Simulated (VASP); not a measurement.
Wanted: the native input for a VASP 6.6.1 run.

```yaml
Task: relaxation of cell and atoms
Functional: PBEsol
Potentials_or_basis: VASP PAW PBE potentials, release 64 (Ga_d, O)
Cutoff: 600 eV
k_mesh: 6 × 6 × 2
Occupations: gaussian, width 0.1 eV
Spin: no spin polarisation
Dipole_correction: no
Further_INCAR_settings: ALGO = Normal; EDIFF = 1e-07; IBRION = 2; EDIFFG = -0.05; NSW = 100; ISIF = 3
```

The structure of Ga2O lies in POSCAR:

```
Ga2O
1.0
    3.6270494248      0.0000000000      0.0000000000
   -1.8135247124      3.1411169427      0.0000000000
    0.0000000000      0.0000000000      8.8843145299
Ga O
4 2
Direct
    0.0000000000      0.0000000000      0.3800000000
    0.0000000000      0.0000000000      0.6200000000
    0.6666666667      0.3333333333      0.0230000000
    0.3333333333      0.6666666667      0.9770000000
    0.6666666667      0.3333333333      0.3060000000
    0.3333333333      0.6666666667      0.6940000000
```

The input as run:

INCAR

```
PREC = Accurate
ENCUT = 600
EDIFF = 1E-7
ISMEAR = 0
SIGMA = 0.1
LREAL = False
LASPH = True
NELM = 60
ALGO = Normal
ISIF = 3
LWAVE = False
LCHARG = False
GGA = PS
IBRION = 2
NSW = 100
EDIFFG = -0.05
```

KPOINTS

```
Automatic mesh
0
Gamma
  6 6 2
```

Potentials or basis: VASP PAW PBE potentials, release 64 (Ga_d, O).

Run with:

```bash
$ cat potpaw_PBE.64/Ga_d/POTCAR potpaw_PBE.64/O/POTCAR > POTCAR
$ mpirun -np 1 vasp_std > vasp.out
```

It gave:

| Property | Result |
| --- | --- |
| Relaxed volume | 14.94 Å³/atom |
| Relaxed cell | a = 3.055 Å, b = 3.055 Å, c = 11.092 Å, α = 90.00°, β = 90.00°, γ = 120.00° |
| Space group after relaxing (to 0.05 Å) | P-3m1 (No. 164) |
| Energy gained by relaxing | 715.4 meV/atom |
| Ionic steps | 39 |
| Pressure after relaxing | 0.0 GPa |
| Largest force after relaxing | 0.046 eV/Å |
| Band gap on the k mesh | zero (band 32 reaches 7.14 eV, above the bottom of band 33 at 5.17 eV) |

Caveat: the PAW data sets were made with another functional, which shifts forces and pressure a little; the relaxation stopped at a loose force limit of 0.05 eV/Å, so its end isn't a converged minimum.

Run time: 44 min on 1 thread of Intel(R) Xeon(R) Platinum 8259CL CPU @ 2.50GHz (Skylake/Cascade Lake), on a shared host, peak memory 0.28 GiB.
